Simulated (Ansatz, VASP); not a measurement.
**Two plane-wave programs on Ge**

The input INCAR:

```
ALGO     = Normal         # electronic algorithm
EDIFF    = 1E-8           # SCF threshold, eV
ENCUT    = 520            # plane-wave cutoff, eV
GGA      = PE             # functional
ISIF     = 2              # what is computed and relaxed
ISMEAR   = -1             # smearing method
LASPH    = T              # aspherical terms in the spheres
LCHARG   = F              # write CHGCAR
LEFG     = T            
LREAL    = F              # projectors in reciprocal space
LWAVE    = F              # write WAVECAR
NBANDS   = 21             # bands
NELM     = 80             # most SCF steps
PREC     = Accurate       # precision mode
SIGMA    = 0.05           # smearing width, eV
```

File KPOINTS:

```
k-points
0
Gamma
  10 10 10
```

Contents of POSCAR:

```
Ge
1.0
    0.0848631000      2.8712015500      2.8712015500
    2.8712015500      0.0848631000      2.8712015500
    2.8712015500      2.8712015500      0.0848631000
Ge
2
Direct
    0.5000000000      0.5000000000      0.5000000000
    0.7500000000      0.7500000000      0.7500000000
```

Input for Ansatz:

```yaml
crystal:
  lattice:
    - [0.0848631, 2.87120155, 2.87120155]
    - [2.87120155, 0.0848631, 2.87120155]
    - [2.87120155, 2.87120155, 0.0848631]
  atoms:
    - { symbol: Ge, position: [0.5, 0.5, 0.5] }
    - { symbol: Ge, position: [0.75, 0.75, 0.75] }
kpoints:
  mp_grid: { grid: [10, 10, 10] }
scf:
  occupations: { method: fermi_dirac, width: 0.05 }
hamiltonian:
  xc: pbe
  pseudopotentials: { kind: paw }
output:
  forces: true
  stress: true
  eigenvalues: true
  efg: { contact_densities: true }
```

Change from the starting cell: equal xy, yz and zx shear strains of +3 %, PAW files.

Alike in both runs: task electric field gradients; functional PBE; k mesh 10 × 10 × 10; occupations fermi-dirac, width 0.05 eV; no spin polarisation.

|  | VASP | Ansatz |
| --- | --- | --- |
| version | VASP 6.6.1 | Ansatz 0.2.0 |
| potentials or method | VASP PAW PBE potentials, release 64 (Ge_d) | PAW with Ansatz's default frozen-core files, scalar-relativistic |
| plane-wave cutoff (eV) | 520 | 420 |
| valence electrons in the cell | 28 | 28 |

VASP gave:

```
pressure (GPa)                                                : 3.9
traceless stress, the component that is largest in VASP (GPa) : -2.42
rms of the force components (eV/Å)                            : 0.237
size of Vzz on the site where it differs most (V/Å²)          : 28.6
```

Problem. Which values does Ansatz return?

Solution. Pressure (GPa): 4.0; traceless stress, the component that is largest in VASP (GPa): -2.42; rms of the force components (eV/Å): 0.238; size of Vzz on the site where it differs most (V/Å²): 28.5.

Atom by atom the forces differ by 0.002 eV/Å (rms over components). The functional is the same, so the differences come from potentials, cutoffs and numerics.
